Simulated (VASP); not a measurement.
Here is a VASP 6.6.1 calculation.

The input INCAR:

```
SYSTEM = Ga2O3
ALGO = Normal ; EDIFF = 1E-6
ENCUT = 520 ; GGA = PE
ISIF = 2 ; ISMEAR = 0
LASPH = .TRUE. ; LCHARG = .FALSE.
LREAL = .FALSE. ; LWAVE = .FALSE.
NBANDS = 55 ; NELM = 80
PREC = Accurate ; SIGMA = 0.05
```

File KPOINTS:

```
k-points
0
G
  6 6 6
  0 0 0
```

The input POSCAR:

```
Ga2O3
1.0
    2.5287245564      1.4599598033      4.5410352127
   -2.5287245564      1.4599598033      4.5410352127
    0.0000000000     -2.9199196066      4.5410352127
Ga O
4 6
Direct
    0.3889493163      0.3470048439      0.3316521015
    0.1441312461      0.1441312461      0.1441312461
    0.6441312461      0.6441312461      0.6441312461
    0.8558687539      0.8558687539      0.8558687539
    0.5531733332      0.9468266668      0.2500000000
    0.2500000000      0.5531733332      0.9468266668
    0.9468266668      0.2500000000      0.5531733332
    0.4468266668      0.0531733332      0.7500000000
    0.7500000000      0.4468266668      0.0531733332
    0.0531733332      0.7500000000      0.4468266668
```

Potentials or basis: VASP PAW PBE potentials, release 64 (Ga_d, O).

Launch:

```bash
$ cat potpaw_PBE.64/Ga_d/POTCAR potpaw_PBE.64/O/POTCAR > POTCAR
$ mpirun -np 1 vasp_std > vasp.out
```

Estimate the band gap on the k mesh.

2.32 eV (least direct gap 2.49 eV).

Estimate the largest force.

2.476 eV/Å.

What does it give for the pressure?

1.7 GPa.

Forces in eV/Å, atoms in the order of the input:
```
Ga  -1.513 -1.947 -0.226
Ga   0.144 -0.134  0.023
Ga   0.347  0.423 -0.027
Ga  -0.058  0.453 -0.001
O    0.126  0.090 -0.045
O    0.101  0.021 -0.014
O    0.003 -0.005 -0.036
O    0.062  0.121 -0.071
O    0.462  0.888  0.515
O    0.326  0.089 -0.119
```

Caveat: the cell differs from its parent crystal (atom 1 (Ga) moved +0.150 Å along Cartesian [1 1 0]); forces of over 1 eV/Å act on the atoms, so gaps and moduli don't describe the material at rest. A k mesh can miss the band edges.
